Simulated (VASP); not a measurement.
Write the native input for VASP 6.6.1 that does the following.

```yaml
Task: single point
Functional: PBE
Potentials_or_basis: VASP PAW PBE potentials, release 64 (Pt_sv_GW, S)
Cutoff: 570 eV
k_mesh: 6 × 6 × 4
Occupations: fermi-dirac, width 0.05 eV
Spin: no spin polarisation
Dipole_correction: no
Further_INCAR_settings: ALGO = Normal; EDIFF = 1e-06; NBANDS = 22
```

The structure of PtS2 lies in POSCAR:

```
PtS2
1.0
    3.5526415803      0.0000000000      0.0000000000
   -1.7763207902      3.0766778591      0.0000000000
    0.0000000000      0.0000000000      5.1227110450
Pt S
1 2
Direct
    0.0000000000      0.0000000000      0.0000000000
    0.3333333333      0.6666666667      0.2392599773
    0.6666666667      0.3333333333      0.7607400227
```

These files were run (other wordings do the same):

INCAR

```
SYSTEM = PtS2
  PREC = Accurate
  ENCUT = 570
  EDIFF = 1E-6
  ISMEAR = -1
  SIGMA = 0.05
  LREAL = .False.
  LASPH = .True.
  NELM = 120
  ALGO = Normal
  ISIF = 2
  LWAVE = .False.
  LCHARG = .False.
  GGA = PE
  NBANDS = 22
  GGA_COMPAT = .False.
```

KPOINTS

```
regular mesh
0
Gamma
  6 6 4
  0 0 0
```

Potentials or basis: VASP PAW PBE potentials, release 64 (Pt_sv_GW, S).

Launch:

```sh
$ cat potpaw_PBE.64/Pt_sv_GW/POTCAR potpaw_PBE.64/S/POTCAR > POTCAR
$ mpirun -np 1 vasp_std > vasp.out
```

It gave:

```json
{"Pressure": "2.9 GPa", "Largest force": "0.040 eV/Å", "Band gap on the k mesh": "0.85 eV (least direct gap 1.42 eV)"}
```

Caveat: spin-orbit coupling is left out, which moves the levels of the heavy elements.

Wall time 44 s on 1 thread of Intel(R) Xeon(R) Platinum 8488C (Sapphire Rapids), on a shared host, peak memory 0.19 GiB.
